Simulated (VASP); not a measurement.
Write the native input for VASP 6.6.1 that does the following.

```yaml
Task: single point
Functional: PBE
Potentials_or_basis: VASP PAW PBE potentials, release 64 (S)
Cutoff: 520 eV
k_mesh: 14 × 14 × 14
Occupations: methfessel-paxton, width 0.211 eV
Spin: no spin polarisation
Dipole_correction: no
k_mesh_for_the_DOS: 21 × 21 × 21
Occupations_for_the_DOS: tetrahedron
Further_INCAR_settings: ALGO = Normal; EDIFF = 1e-07
```

The system is S.

```
S
1.0
    -1.88344    1.88344    1.55073
     1.88344   -1.88344    1.55073
     1.88344    1.88344   -1.55073
S
1
Direct
  0.00000 0.00000 0.00000
```

The input as run:

POSCAR

```
S
1.0
   -1.8834360000      1.8834360000      1.5507270000
    1.8834360000     -1.8834360000      1.5507270000
    1.8834360000      1.8834360000     -1.5507270000
S
1
Direct
    0.0000000000      0.0000000000      0.0000000000
```

INCAR.step1

```
SYSTEM = S
ALGO     = Normal         ! electronic algorithm
EDIFF    = 1E-7           ! SCF threshold, eV
ENCUT    = 520            ! plane-wave cutoff, eV
GGA      = PE             ! functional
ISIF     = 2              ! what is computed and relaxed
ISMEAR   = 1              ! smearing method
LASPH    = .TRUE.         ! aspherical terms in the spheres
LCHARG   = .TRUE.         ! write CHGCAR
LREAL    = .FALSE.        ! projectors in reciprocal space
LWAVE    = .FALSE.        ! write WAVECAR
NBANDS   = 9              ! bands
NELM     = 100            ! most SCF steps
PREC     = Accurate       ! precision mode
SIGMA    = 0.211          ! smearing width, eV
```

KPOINTS.step1

```
k-points
0
G
  14 14 14
  0 0 0
```

INCAR.step2

```
SYSTEM = S
ALGO     = Normal         ! electronic algorithm
EDIFF    = 1E-7           ! SCF threshold, eV
ENCUT    = 520            ! plane-wave cutoff, eV
GGA      = PE             ! functional
ICHARG   = 11             ! starting density
ISIF     = 2              ! what is computed and relaxed
ISMEAR   = -5             ! smearing method
LASPH    = .TRUE.         ! aspherical terms in the spheres
LCHARG   = .FALSE.        ! write CHGCAR
LORBIT   = 11             ! projections on sites
LREAL    = .FALSE.        ! projectors in reciprocal space
LWAVE    = .FALSE.        ! write WAVECAR
NEDOS    = 2001           ! points of the DOS
NELM     = 100            ! most SCF steps
PREC     = Accurate       ! precision mode
SIGMA    = 0.211          ! smearing width, eV
```

KPOINTS.step2

```
k-points
0
G
  21 21 21
  0 0 0
```

Potentials or basis: VASP PAW PBE potentials, release 64 (S).

Command:

```bash
$ cat potpaw_PBE.64/S/POTCAR > POTCAR
$ cp INCAR.step1 INCAR
$ cp KPOINTS.step1 KPOINTS
$ mpirun -np 1 vasp_std > vasp.out
$ cp INCAR.step2 INCAR
$ cp KPOINTS.step2 KPOINTS
$ mpirun -np 1 vasp_std > vasp.out
```

Results of the run:

* Valence electrons inside the program's atomic spheres: S 3.42

Run time: 58 s on 1 thread of Intel(R) Xeon(R) Platinum 8259CL CPU @ 2.50GHz (Skylake/Cascade Lake), on a shared host, peak memory 0.23 GiB.
